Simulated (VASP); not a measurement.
Input of a VASP 6.6.1 run:

INCAR

```
SYSTEM = Pd
ALGO = Normal
EDIFF = 1E-6
ENCUT = 520
ISIF = 2
ISMEAR = -1
ISPIN = 2
LASPH = .TRUE.
LCHARG = .TRUE.
LELF = .TRUE.
LMAXMIX = 4
LORBIT = 11
LREAL = .FALSE.
LVHAR = .TRUE.
LWAVE = .FALSE.
MAGMOM = 0.5 0.5 0.5
NBANDS = 26
NELM = 150
PREC = Accurate
SIGMA = 0.05
```

The input KPOINTS:

```
k-points
0
G
  11 11 16
  0 0 0
```

The input POSCAR:

```
Pd
1.0
    4.3857618788      0.0000000000      0.0000000000
   -2.1928809394      3.7981812020      0.0000000000
    0.0000000000      0.0000000000      2.6023295583
Pd
3
Direct
    0.0000000000      1.0000000000      0.0000000000
    0.3333333333      0.6666666667      0.5000000000
    0.6666666667      0.3333333333      0.5000000000
```

Potentials or basis: VASP PAW LDA potentials, release 64 (Pd).

Run with:

```console
$ cat potpaw_LDA.64/Pd/POTCAR > POTCAR
$ mpirun -np 1 vasp_std > vasp.out
```

Q: What does it give for the net moment?

A: 0.01 μB per cell.

Q: Estimate the band gap on the k mesh.

A: Zero (filled and empty bands overlap).

Stress tensor (GPa, compression positive):
```
0.07 0.00 0.00
0.00 0.07 0.00
0.00 0.00 0.93
```
